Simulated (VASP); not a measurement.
Set up this calculation in VASP 6.6.1, as the native input.

* Task: single point
* Functional: PBE
* Potentials or basis: VASP PAW PBE potentials, release 64 (La)
* Cutoff: 520 eV
* k mesh: 16 × 16 × 5
* Occupations: fermi-dirac, width 0.05 eV
* Spin: no spin polarisation
* Dipole correction: no
* Further INCAR settings: ALGO = Normal; EDIFF = 1e-06; NBANDS = 30

The structure of La lies in POSCAR:

```
La
1.0
    3.7647757822      0.0000000000      0.0000000000
   -1.8823878911      3.2603914670      0.0000000000
    0.0000000000      0.0000000000     12.0930107872
La
4
Direct
    0.0000000000      0.0000000000      0.0000000000
    0.0000000000      0.0000000000      0.5000000000
    0.3333333333      0.6666666667      0.7500000000
    0.6666666667      0.3333333333      0.2500000000
```

One way to write it, as run:

INCAR

```
  ALGO = Normal
  EDIFF = 1E-6
  ENCUT = 520
  GGA = PE
  ISIF = 2
  ISMEAR = -1
  LASPH = T
  LCHARG = F
  LREAL = F
  LWAVE = F
  NBANDS = 30
  NELM = 100
  PREC = Accurate
  SIGMA = 0.05
```

KPOINTS

```
k-points
0
Gamma
  16 16 5
```

Potentials or basis: VASP PAW PBE potentials, release 64 (La).

The run is started by

```console
$ cat potpaw_PBE.64/La/POTCAR > POTCAR
$ mpirun -np 1 vasp_std > vasp.out
```

Results of the run:

```json
{
  "Pressure": "0.1 GPa",
  "Band gap on the k mesh": "zero (bands 22 and 23 overlap by 1.13 eV)"
}
```

Caveat: spin-orbit coupling is left out, which moves the levels of the heavy elements.

It took 6.1 min on 1 thread of Intel(R) Xeon(R) Platinum 8488C (Sapphire Rapids), with other jobs on the host, peak memory 0.48 GiB.
